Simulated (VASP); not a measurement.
Runs of VASP 6.6.1 on CuI. The structure is cubic, space group F-43m (No. 216). Conventional cell: a = 6.024 Å, b = 6.024 Å, c = 6.024 Å, α = 90.00°, β = 90.00°, γ = 90.00°. Cu (site symmetry -43m) has 4 I at 2.61 Å within 3.4 Å. Within 3.4 Å of I (site symmetry -43m) lie 4 Cu at 2.61 Å. 

```csv
level,share of exact exchange,screening parameter,gap on the mesh (eV),pressure (GPa)
PBE-based screened hybrid with 40 % exact exchange,0.4,0.2078 1/Å,3.50,1.6
PBE-based screened hybrid with 100 % exact exchange,1,0.2078 1/Å,6.94,2.5
HSE06,0.25,0.2079 1/Å,(c),1.5
PBE-based screened hybrid with 5 % exact exchange,0.05,0.1 1/Å,(b),(a)
PBE-based global hybrid with 35 % exact exchange,0.35,-,4.22,1.2
```

Alike in all rows: task single point; potentials or basis VASP PAW PBE potentials, release 64 (Cu, I); no spin polarisation; cell as given; k mesh 4 × 4 × 4; cutoff (eV) 520; smearing gaussian 0.01 eV.

Estimate the missing entries.

(a) 1.4; (b) 1.54; (c) 2.63.

Caveats: all runs use coarse meshes; the PAW data sets were made with another functional, which shifts forces and pressure a little; spin-orbit coupling is left out, which moves the levels of the heavy elements.

A k mesh can miss the band edges, and the runs leave out spin-orbit coupling on I.
